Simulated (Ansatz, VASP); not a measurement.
Two plane-wave programs on GdN

```
Gd N
1.0
     0.00000    2.46879    2.46879
     2.46879    0.00000    2.46879
     2.46879    2.46879    0.00000
Gd N
1 1
Direct
  0.50000 0.50000 0.50000
  0.00000 0.00000 0.00000
```

Alike in both runs: task single point; functional r2SCAN; dispersion rVV10; k mesh 8 × 8 × 8; occupations gaussian, width 0.05 eV; collinear spin; Hubbard terms Gd f U = 4.0 eV.

```csv
,VASP,Ansatz
version,VASP 6.6.1,Ansatz 0.2.0
potentials or method,"VASP PAW PBE potentials, release 64 (Gd, N), cutoff 520 eV","scalar-relativistic, plane waves, PAW"
valence electrons in the cell,23,23
```

|  | VASP | Ansatz | Ansatz less VASP |
| --- | --- | --- | --- |
| gap on the k mesh at the Fermi level (eV) | none | none | - |
| pressure (GPa) | 3.8 | 3.5 | -0.34 |
| net moment per atom (μB) | 3.50 | 3.50 | 0.000 |
| size of the moment on the site where the two differ most (μB) | 6.83 | 6.95 | +0.127 |

VASP's potentials were made for PBE, not for r2SCAN. Site moments also hang on the region over which each program counts them. The programs project onto different local orbitals, so the same U acts differently, and such runs can settle in different states. A gap of «none» marks a metal or a gap that the smearing closes. Ansatz's warnings: filled band counts differ across k points, stability check not made.

Spin-orbit coupling is off throughout.
